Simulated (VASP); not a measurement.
SiC: single point with PBE

The system is SiC.

```
Si C
1.0
     3.09500    0.00000    0.00000
    -1.54750    2.68035    0.00000
     0.00000    0.00000   15.18644
Si C
6 6
Direct
  0.00000 0.00000 0.12504
  0.00000 0.00000 0.62504
  0.33333 0.66667 0.29182
  0.66667 0.33333 0.79182
  0.33333 0.66667 0.95831
  0.66667 0.33333 0.45831
  0.00000 0.00000 0.99969
  0.00000 0.00000 0.49969
  0.33333 0.66667 0.16683
  0.66667 0.33333 0.66683
  0.33333 0.66667 0.83332
  0.66667 0.33333 0.33332
```

| Quantity | Value |
| --- | --- |
| Program | VASP 6.6.1 |
| Task | single point |
| Functional | PBE |
| Potentials or basis | VASP PAW PBE potentials, release 64 (Si, C) |
| Cutoff | 600 eV |
| k mesh | 12 × 12 × 2 |
| Occupations | gaussian, width 0.02 eV |
| Spin | no spin polarisation |
| Dipole correction | no |
| Further INCAR settings | ALGO = Normal; EDIFF = 1e-06; NBANDS = 36 |

```json
{"Pressure": "-0.2 GPa", "Band gap on the k mesh": "2.03 eV (least direct gap 3.13 eV)"}
```

Levels at points of the mesh, in eV from the valence-band top:
```csv
k point,band 22,band 23,band 24,band 25,band 26,band 27
"(0.00, 0.00, 0.00)",-0.04,0.00,0.00,5.05,5.22,5.63
"(0.50, 0.00, 0.00)",-1.77,-1.65,-1.10,2.03,2.21,3.19
"(0.00, 0.00, 0.50)",-0.10,-0.10,-0.10,5.12,5.12,5.86
"(0.50, 0.00, 0.50)",-1.70,-1.30,-1.30,2.07,2.07,3.41
```

It took 6.5 min on 1 thread of Oxide Virtual Turin-like Processor (shared host), peak memory 0.33 GiB.

A k mesh can miss the band edges.
